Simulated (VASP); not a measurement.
A run of VASP 6.6.1 is set up as follows.

File INCAR:

```
SYSTEM = Hf5TiN6
  PREC = Accurate
  ENCUT = 520
  EDIFF = 1E-6
  ISMEAR = 0
  SIGMA = 0.1
  LREAL = .FALSE.
  LASPH = .TRUE.
  NELM = 60
  ALGO = Normal
  ISIF = 2
  LWAVE = .FALSE.
  LCHARG = .FALSE.
  GGA = PE
  NBANDS = 58
```

Contents of KPOINTS:

```
Automatic mesh
0
G
  6 6 1
  0 0 0
```

File POSCAR:

```
Hf5TiN6
1.0
    3.1286010000      0.0000000000      0.0000000000
   -1.5643005000      2.7094479000      0.0000000000
    0.0000000000      0.0000000000     16.2055983000
Hf Ti N
5 1 6
Direct
    0.3333333000      0.6666667000      0.1614430000
    0.3333333000      0.6666667000      0.5000000000
    0.3333333000      0.6666667000      0.8385570000
    0.0000000000      0.0000000000      0.3307730000
    0.0000000000      0.0000000000      0.6692270000
    0.0000000000      0.0000000000      0.0000000000
    0.6666667000      0.3333333000      0.9214320000
    0.6666667000      0.3333333000      0.2468210000
    0.6666667000      0.3333333000      0.5843810000
    0.6666667000      0.3333333000      0.0785680000
    0.6666667000      0.3333333000      0.4156190000
    0.6666667000      0.3333333000      0.7531790000
```

Potentials or basis: VASP PAW PBE potentials, release 64 (Hf_pv, Ti_sv, N).

Run with:

```console
$ cat potpaw_PBE.64/Hf_pv/POTCAR potpaw_PBE.64/Ti_sv/POTCAR potpaw_PBE.64/N/POTCAR > POTCAR
$ mpirun -np 1 vasp_std > vasp.out
```

Q: What does it give for the pressure?

A: -2.1 GPa.

Q: Predict the band gap on the k mesh.

A: Zero (bands 46 and 47 overlap by 0.42 eV).

Forces in eV/Å, atoms in the order of the input:
```
Hf   0.000  0.000 -0.116
Hf   0.000  0.000  0.000
Hf   0.000  0.000  0.116
Hf   0.000  0.000  0.011
Hf   0.000  0.000 -0.011
Ti   0.000  0.000  0.000
N    0.000  0.000 -0.103
N    0.000  0.000  0.023
N    0.000  0.000 -0.022
N    0.000  0.000  0.103
N    0.000  0.000  0.022
N    0.000  0.000 -0.023
```

Caveat: the k points lie up to 0.39 Å⁻¹ apart; spin-orbit coupling is left out, which moves the levels of the heavy elements.
